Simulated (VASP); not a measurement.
Wanted: the native input for a VASP 6.6.1 run.

* Task: single point
* Functional: r2SCAN
* Potentials or basis: VASP PAW PBE potentials, release 64 (Ga_d, N)
* Cutoff: 520 eV
* k mesh: 10 × 10 × 10
* Occupations: gaussian, width 0.01 eV
* Spin: no spin polarisation
* Dipole correction: no
* Further INCAR settings: ALGO = Normal; EDIFF = 1e-07; NBANDS = 16

GaN:

```
Ga N
1.0
    -0.08414    2.25477    2.25477
     2.25477   -0.08414    2.25477
     2.25477    2.25477   -0.08414
Ga N
1 1
Direct
  0.99770 0.99770 0.99770
  0.25230 0.25230 0.25230
```

This cell differs from its parent crystal: epitaxial 111 strain +4.0%.

The input as run:

POSCAR

```
GaN
1.0
   -0.0841429794      2.2547676633      2.2547676633
    2.2547676633     -0.0841429794      2.2547676633
    2.2547676633      2.2547676633     -0.0841429794
Ga N
1 1
Direct
   -0.0022964890     -0.0022964890     -0.0022964890
    0.2522964890      0.2522964890      0.2522964890
```

INCAR.step1

```
PREC = Accurate ; ENCUT = 520
ISMEAR = 0 ; SIGMA = 0.01
LREAL = F ; LASPH = T
NELM = 60 ; NBANDS = 16
GGA = PE ; ALGO = Normal
EDIFF = 1E-4 ; LWAVE = T
LCHARG = F
```

INCAR.step2

```
PREC = Accurate ; ENCUT = 520
EDIFF = 1E-7 ; ISMEAR = 0
SIGMA = 0.01 ; LREAL = F
LASPH = T ; NELM = 60
ALGO = Normal ; ISIF = 2
LWAVE = F ; LCHARG = F
METAGGA = R2SCAN ; LMIXTAU = T
NBANDS = 16 ; ISTART = 1
```

KPOINTS

```
regular mesh
0
Gamma
  10 10 10
```

Potentials or basis: VASP PAW PBE potentials, release 64 (Ga_d, N).

Command:

```sh
$ cat potpaw_PBE.64/Ga_d/POTCAR potpaw_PBE.64/N/POTCAR > POTCAR
$ cp INCAR.step1 INCAR
$ mpirun -np 1 vasp_std > vasp.out
$ cp INCAR.step2 INCAR
$ mpirun -np 1 vasp_std > vasp.out
```

Results of the run:

| Property | Result |
| --- | --- |
| Pressure | -9.6 GPa |
| Largest force | 0.019 eV/Å |
| Band gap on the k mesh | 1.49 eV, direct |

Caveat: the cell differs from its parent crystal (epitaxial 111 strain +4.0%); the PAW data sets were made with another functional, which shifts forces and pressure a little.

It took 2.6 min on 1 thread of AMD EPYC 7R13 Processor (Zen 3) (shared host), peak memory 0.15 GiB.
